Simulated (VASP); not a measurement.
Input of a VASP 6.6.1 run:

The input INCAR:

```
SYSTEM = HfO2
PREC     = Accurate       ! precision mode
ENCUT    = 520            ! plane-wave cutoff, eV
EDIFF    = 1E-7           ! SCF threshold, eV
ISMEAR   = 0              ! smearing method
SIGMA    = 0.05           ! smearing width, eV
LREAL    = .False.        ! projectors in reciprocal space
LASPH    = .True.         ! aspherical terms in the spheres
NELM     = 80             ! most SCF steps
ALGO     = Normal         ! electronic algorithm
ISIF     = 2              ! what is computed and relaxed
LWAVE    = .False.        ! write WAVECAR
LCHARG   = .True.         ! write CHGCAR
GGA      = PE             ! functional
LELF     = .True.         ! ELF
LVHAR    = .True.       
NBANDS   = 18             ! bands
```

KPOINTS

```
Automatic mesh
0
Gamma
  8 8 8
  0 0 0
```

POSCAR

```
HfO2
1.0
    0.2146975072      2.7267588240      2.7267588240
    2.7267588240      0.2146975072      2.7267588240
    2.7267588240      2.7267588240      0.2146975072
Hf O
1 2
Direct
    0.0000000000      0.0000000000      0.0000000000
    0.2500000000      0.2500000000      0.2500000000
    0.7500000000      0.7500000000      0.7500000000
```

Potentials or basis: VASP PAW PBE potentials, release 64 (Hf_pv, O).

Command:

```console
$ cat potpaw_PBE.64/Hf_pv/POTCAR potpaw_PBE.64/O/POTCAR > POTCAR
$ mpirun -np 1 vasp_std > vasp.out
```

Problem. What does it give for the band gap on the k mesh?

Solution. 3.66 eV.

Problem. Estimate the largest force.

Solution. 0.034 eV/Å.

Problem. Estimate the pressure.

Solution. -16.1 GPa.

Forces on the atoms (eV/Å):
```
Hf   0.000  0.000  0.000
O   -0.019 -0.019 -0.019
O    0.019  0.019  0.019
```

Caveat: the cell stands under tension; spin-orbit coupling is left out, which moves the levels of the heavy elements. A k mesh can miss the band edges.
